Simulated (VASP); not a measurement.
Wanted: the native input for a VASP 6.6.1 run.

| Quantity | Value |
| --- | --- |
| Task | single point |
| Functional | PBE |
| Dispersion | D3(BJ) |
| Potentials or basis | VASP PAW PBE potentials, release 64 (Si) |
| Cutoff | 400 eV |
| k mesh | 2 × 2 × 2 |
| Occupations | gaussian, width 0.05 eV |
| Spin | no spin polarisation |
| Dipole correction | no |
| Further INCAR settings | ALGO = Normal; EDIFF = 1e-06; NBANDS = 48 |

The structure of Si (a cell with a defect) lies in POSCAR:

```
Si
1.0
    0.0000000000      5.4300000000      5.4300000000
    5.4300000000      0.0000000000      5.4300000000
    5.4300000000      5.4300000000      0.0000000000
Si
17
Direct
    0.0004041436     -0.0003652855      0.0010838858
    0.1249685083      0.1245775322      0.1251863720
    0.0002845304     -0.0003497238      0.4988285451
    0.1215031308      0.1212200737      0.6285913444
    0.0003790055      0.4983565378      0.0005626151
    0.1221516575      0.6273630755      0.1223761510
   -0.0065207182      0.5013326888      0.5025553407
    0.1221096685      0.6273824125      0.6280319521
    0.4986665746     -0.0001905157      0.0006256906
    0.6279891344      0.1215871087      0.1221066298
    0.5016539595     -0.0065546961      0.5023187845
    0.6278609576      0.1216861878      0.6280942910
    0.5022916206      0.5017174033     -0.0063704420
    0.6279716390      0.6275576427      0.1221659300
    0.5021941068      0.5017904236      0.5021909761
    0.6248773481      0.6248664825      0.6250287293
    0.3748945672      0.3746021179      0.3751337937
```

These files were run (other wordings do the same):

INCAR

```
SYSTEM = Si
ALGO = Normal
EDIFF = 1E-6
ENCUT = 400
GGA = PE
GGA_COMPAT = .False.
ISIF = 2
ISMEAR = 0
IVDW = 12
LASPH = .True.
LCHARG = .False.
LREAL = .False.
LWAVE = .False.
NBANDS = 48
NELM = 120
PREC = Accurate
SIGMA = 0.05
```

KPOINTS

```
k-points
0
Gamma
  2 2 2
  0 0 0
```

Potentials or basis: VASP PAW PBE potentials, release 64 (Si).

The run is started by

```console
$ cat potpaw_PBE.64/Si/POTCAR > POTCAR
$ mpirun -np 1 vasp_std > vasp.out
```

It gave:

- Pressure: 2.4 GPa
- Largest force: 0.019 eV/Å
- Band gap on the k mesh: zero (band 34 reaches 6.93 eV, above the bottom of band 35 at 6.67 eV)
- Dispersion energy per atom: -0.332 eV

Caveat: the k points lie up to 0.50 Å⁻¹ apart.

Run time: 84 s on 1 thread of AMD EPYC 9R45 96-Core Processor (Zen 5), on a shared host, peak memory 0.31 GiB.
